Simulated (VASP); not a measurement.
BN:

```
CELL_PARAMETERS angstrom
0.00000 3.49532 2.16609
1.25163 0.00000 2.16609
1.25163 3.49532 0.00000
ATOMIC_POSITIONS crystal
B 0.00005 0.00005 0.99995
N 0.66665 0.66665 0.33335
```

Base run:

```yaml
Program: VASP 6.6.1
Functional: PBE
Potentials_or_basis: VASP PAW PBE potentials, release 64 (B, N)
Cutoff: 520 eV
k_mesh: 14 × 14 × 14
Occupations: gaussian, width 0.02 eV
Spin: no spin polarisation
```

Its results: band gap on the k mesh 3.78 eV, indirect (least direct gap 4.67 eV); pressure 3.3 GPa; largest force 0.010 eV/Å.

**Question.** After a change of settings the same cell gave: band gap on the k mesh 3.85 eV, indirect (least direct gap 4.55 eV); pressure 3.3 GPa; largest force 0.010 eV/Å. Which change was it?
A. k mesh from 14 × 14 × 14 to 12 × 12 × 12; occupations from gaussian, width 0.02 eV to fermi-dirac, width 1.55 eV
B. k mesh from 14 × 14 × 14 to 12 × 12 × 12
C. k mesh from 14 × 14 × 14 to 4 × 4 × 4

**Answer.** B.
